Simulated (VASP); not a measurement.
Wanted: the native input for a VASP 6.6.1 run.

```yaml
Task: single point
Functional: PBEsol
Potentials_or_basis: VASP PAW PBE potentials, release 64 (Fe_sv)
Cutoff: 690 eV
k_mesh: 12 × 12 × 12
Occupations: fermi-dirac, width 0.1 eV
Spin: collinear spin, ferromagnetic start
Starting_moments: "[4.0] μB"
Hubbard_terms: Fe d U = 5.3 eV
Dipole_correction: no
Further_INCAR_settings: ALGO = Normal; EDIFF = 1e-06; NBANDS = 18
```

The structure of Fe lies in POSCAR:

```
Fe
1.0
   -1.4455000000      1.4455000000      1.4455000000
    1.4455000000     -1.4455000000      1.4455000000
    1.4455000000      1.4455000000     -1.4455000000
Fe
1
Direct
    0.0000000000      0.0000000000      0.0000000000
```

The input as run:

INCAR

```
  PREC = Accurate
  ENCUT = 690
  EDIFF = 1E-6
  ISMEAR = -1
  SIGMA = 0.1
  LREAL = F
  LASPH = T
  NELM = 200
  ALGO = Normal
  ISIF = 2
  LWAVE = F
  LCHARG = T
  ISPIN = 2
  MAGMOM = 4
  LORBIT = 11
  LMAXMIX = 4
  LDAU = T
  LDAUTYPE = 2
  LDAUL = 2
  LDAUU = 5.3
  LDAUJ = 0
  LDAUPRINT = 1
  GGA = PS
  LELF = T
  LVHAR = T
  NBANDS = 18
  GGA_COMPAT = F
```

KPOINTS

```
Automatic mesh
0
Gamma
  12 12 12
```

Potentials or basis: VASP PAW PBE potentials, release 64 (Fe_sv).

The run is started by

```bash
$ cat potpaw_PBE.64/Fe_sv/POTCAR > POTCAR
$ mpirun -np 1 vasp_std > vasp.out
```

It gave:

```json
{
 "Pressure": "8.5 GPa",
 "Net moment": "3.02 μB per cell",
 "Site moments": "Fe +3.21 μB",
 "Valence electrons inside the program's atomic spheres": "Fe 13.71"
}
```

Caveat: the cell stands under pressure; the PAW data sets were made with another functional, which shifts forces and pressure a little; the U is typed as a test and isn't derived for this compound.

Run time: 20 s on 1 thread of Intel(R) Xeon(R) 6975P-C (Granite Rapids), on a shared host, peak memory 0.16 GiB.
